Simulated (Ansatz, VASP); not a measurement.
**Two plane-wave programs on Si7Ge**

```
Si Ge
1.0
     5.46797    0.00000    0.00000
     0.00000    5.46797    0.00000
     0.00000    0.00000    5.46797
Si Ge
7 1
Cartesian
  1.4299 1.4819 1.3469
  0.0178 2.7387 2.4850
  2.7643 2.6633 0.1269
  2.6457 -0.0483 2.5332
  4.0933 1.0445 4.3293
  4.2055 3.9636 1.4382
  1.4403 4.4112 4.2235
  -0.1929 0.1490 -0.0792
```

Change from the starting cell: all atoms moved at random (sigma 0.15 Å a component).

Alike in both runs: task single point; functional r2SCAN; k mesh 6 × 6 × 6; occupations gaussian, width 0.05 eV; no spin polarisation.

```csv
,VASP,Ansatz
version,VASP 6.6.1,Ansatz 0.2.0
potentials or method,"VASP PAW PBE potentials, release 64 (Si, Ge_d), cutoff 520 eV","scalar-relativistic, plane waves, PAW"
valence electrons in the cell,42,42
```

VASP gave:

| Property | Result |
| --- | --- |
| gap on the k mesh at the Fermi level (eV) | none |
| pressure (GPa) | 9.8 |
| traceless stress, the component that is largest in VASP (GPa) | -11.20 |
| rms of the force components (eV/Å) | 4.970 |

Problem. Which values does Ansatz return?

Solution. gap on the k mesh at the Fermi level (eV): none; pressure (GPa): 9.9; traceless stress, the component that is largest in VASP (GPa): -11.23; rms of the force components (eV/Å): 4.952.

VASP's potentials were made for PBE, not for r2SCAN. Atom by atom the forces differ by 0.025 eV/Å (rms over components). A gap of «none» marks a metal or a gap that the smearing closes. With one functional, cell and mesh, what is left measures potentials, basis and numerics.
